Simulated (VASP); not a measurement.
Input of a VASP 6.6.1 run:

INCAR

```
SYSTEM = LaAl4Cl3
  ALGO = Normal
  EDIFF = 1E-6
  EDIFFG = -0.04
  ENCUT = 600
  GGA = PE
  IBRION = 2
  ISIF = 3
  ISMEAR = 0
  LASPH = .TRUE.
  LCHARG = .FALSE.
  LREAL = .FALSE.
  LWAVE = .FALSE.
  NELM = 100
  NSW = 90
  PREC = Accurate
  SIGMA = 0.1
```

Contents of KPOINTS:

```
k-points
0
G
  6 6 2
  0 0 0
```

The input POSCAR:

```
LaAl4Cl3
1.0
    4.8236844600      0.0000000000      0.0000000000
   -2.4118422300      4.1774332800      0.0000000000
    0.0000000000      0.0000000000     10.5651112300
La Al Cl
1 4 3
Direct
    0.0000000000      0.0000000000      0.5000000000
    0.3333333300      0.6666666700      0.0000000000
    0.6666666700      0.3333333300      0.0000000000
    0.3333333300      0.6666666700      0.5000000000
    0.6666666700      0.3333333300      0.5000000000
    0.0000000000      0.0000000000      0.0000000000
    0.0000000000      0.0000000000      0.2333299800
    0.0000000000      0.0000000000      0.7666700200
```

Potentials or basis: VASP PAW PBE potentials, release 64 (La, Al, Cl).

Run with:

```bash
$ cat potpaw_PBE.64/La/POTCAR potpaw_PBE.64/Al/POTCAR potpaw_PBE.64/Cl/POTCAR > POTCAR
$ mpirun -np 1 vasp_std > vasp.out
```

(1) What does it give for the band gap on the k mesh?

(2) Estimate the space group after relaxing (to 0.1 Å).

(3) Estimate the relaxed cell.

(4) Estimate the relaxed volume.

## Answers

(1) zero (bands 22 and 23 overlap by 0.66 eV).

(2) P6/mmm (No. 191).

(3) a = 5.337 Å, b = 5.337 Å, c = 12.597 Å, α = 90.00°, β = 90.00°, γ = 120.00°.

(4) 38.85 Å³/atom.

Caveat: the volume moved by over 15 % at a fixed basis, so the end points are rough; spin-orbit coupling is left out, which moves the levels of the heavy elements.
